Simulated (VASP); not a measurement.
Input of a VASP 6.6.1 run:

The input POSCAR:

```
CdS
1.0
    0.0000000000      3.0264000000      3.1428000000
    3.0264000000      0.0000000000      3.1428000000
    3.0264000000      3.0264000000      0.0000000000
Cd S
1 1
Direct
    0.0000000000      0.0000000000      0.0000000000
    0.7500000000      0.7500000000      0.7500000000
```

The input INCAR.step1:

```
ALGO     = Normal         # electronic algorithm
EDIFF    = 1E-4           # SCF threshold, eV
ENCUT    = 520            # plane-wave cutoff, eV
GGA      = PE             # functional
ISMEAR   = 0              # smearing method
LASPH    = T              # aspherical terms in the spheres
LCHARG   = F              # write CHGCAR
LREAL    = F              # projectors in reciprocal space
LWAVE    = T              # write WAVECAR
NBANDS   = 16             # bands
NELM     = 100            # most SCF steps
PREC     = Accurate       # precision mode
SIGMA    = 0.05           # smearing width, eV
```

The input INCAR.step2:

```
ALGO     = Normal         # electronic algorithm
EDIFF    = 1E-6           # SCF threshold, eV
ENCUT    = 520            # plane-wave cutoff, eV
ISIF     = 2              # what is computed and relaxed
ISMEAR   = 0              # smearing method
ISTART   = 1            
LASPH    = T              # aspherical terms in the spheres
LCHARG   = F              # write CHGCAR
LMIXTAU  = T            
LREAL    = F              # projectors in reciprocal space
LWAVE    = F              # write WAVECAR
METAGGA  = R2SCAN         # meta-GGA
NBANDS   = 16             # bands
NELM     = 100            # most SCF steps
PREC     = Accurate       # precision mode
SIGMA    = 0.05           # smearing width, eV
```

The input KPOINTS:

```
k-points
0
Gamma
  8 8 8
```

Potentials or basis: VASP PAW PBE potentials, release 64 (Cd, S).

Launch:

```sh
$ cat potpaw_PBE.64/Cd/POTCAR potpaw_PBE.64/S/POTCAR > POTCAR
$ cp INCAR.step1 INCAR
$ mpirun -np 1 vasp_std > vasp.out
$ cp INCAR.step2 INCAR
$ mpirun -np 1 vasp_std > vasp.out
```

Question: What does it give for the band gap on the k mesh?

Answer: 1.20 eV.

Question: Predict the pressure.

Answer: -5.6 GPa.

Stress tensor (GPa, compression positive):
```
-5.27  0.00  0.00
 0.00 -5.27  0.00
 0.00  0.00 -6.24
```

Caveat: the cell differs from its parent crystal (strain +0.040 along x and y, +0.080 along z); the cell stands under tension; the PAW data sets were made with another functional, which shifts forces and pressure a little.
